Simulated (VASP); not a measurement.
Write the native input for VASP 6.6.1 that does the following.

| Quantity | Value |
| --- | --- |
| Task | relaxation of shape and atoms at fixed volume |
| Functional | PBE |
| Potentials or basis | VASP PAW PBE potentials, release 64 (Si, O) |
| Cutoff | 600 eV |
| k mesh | 6 × 6 × 6 |
| Occupations | gaussian, width 0.02 eV |
| Spin | no spin polarisation |
| Dipole correction | no |
| Further INCAR settings | ALGO = Normal; EDIFF = 1e-06; IBRION = 2; EDIFFG = -0.01; NSW = 50; ISIF = 4 |

The structure of SiO2 lies in POSCAR:

```
SiO2
1.0
   -2.3809963740      2.3809963740      3.6188531593
    2.3809963740     -2.3809963740      3.6188531593
    2.3809963740      2.3809963740     -3.6188531593
Si O
2 4
Direct
    0.0000000000      0.0000000000      0.0000000000
    0.7500000000      0.2500000000      0.5000000000
    0.9985691612      0.6250000000      0.8735691612
    0.3750000000      0.2485691612      0.3735691612
    0.7514308388      0.1250000000      0.1264308388
    0.8750000000      0.0014308388      0.6264308388
```

These files were run (other wordings do the same):

INCAR

```
ALGO = Normal
EDIFF = 1E-6
EDIFFG = -0.01
ENCUT = 600
GGA = PE
IBRION = 2
ISIF = 4
ISMEAR = 0
LASPH = True
LCHARG = False
LREAL = False
LWAVE = False
NELM = 100
NSW = 50
PREC = Accurate
SIGMA = 0.02
```

KPOINTS

```
k-points
0
Gamma
  6 6 6
```

Potentials or basis: VASP PAW PBE potentials, release 64 (Si, O).

The run is started by

```console
$ cat potpaw_PBE.64/Si/POTCAR potpaw_PBE.64/O/POTCAR > POTCAR
$ mpirun -np 1 vasp_std > vasp.out
```

It gave:

```json
{
 "Energy gained by relaxing": "7.3 meV/atom",
 "Ionic steps": "7",
 "Pressure after relaxing": "3.4 GPa",
 "Largest force after relaxing": "0.006 eV/Å",
 "Band gap on the k mesh": "6.16 eV"
}
```

Run time: 91 s on 1 thread of Intel(R) Xeon(R) 6975P-C (Granite Rapids), on a shared host, peak memory 0.26 GiB.
